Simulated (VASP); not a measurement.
Runs of VASP 6.6.1 on Ir. The structure is that of space group P6_3/mmc (No. 194), or close to it. The cells are those of the table. 

```csv
cell,gap on the mesh (eV),pressure (GPa)
"a = 2.681, b = 2.681, c = 4.348 Å, angles 90.0, 90.0, 120.0°, 2 atoms",none,(a)
"a = 2.819, b = 2.819, c = 4.571 Å, angles 90.0, 90.0, 120.0°, 2 atoms",none,(b)
"a = 2.728, b = 2.728, c = 4.425 Å, angles 90.0, 90.0, 120.0°, 2 atoms",none,-3.2
"a = 2.751, b = 2.751, c = 4.462 Å, angles 90.0, 90.0, 120.0°, 2 atoms",none,-12.0
"a = 2.656, b = 2.656, c = 4.308 Å, angles 90.0, 90.0, 120.0°, 2 atoms",none,33.2
```

Alike in all rows: task single point; level PBEsol; potentials or basis VASP PAW PBE potentials, release 64 (Ir); no spin polarisation; k mesh 12 × 12 × 7; cutoff (eV) 520; smearing methfessel-paxton 0.1 eV.

Fill in the values left out.

(a) 19.1; (b) -31.2.

Caveats: the PAW data sets were made with another functional, which shifts forces and pressure a little; spin-orbit coupling is left out, which moves the levels of the heavy elements.

A k mesh can miss the band edges, and the runs leave out spin-orbit coupling on Ir.

A gap of «none» marks levels without a gap at the run's occupations.
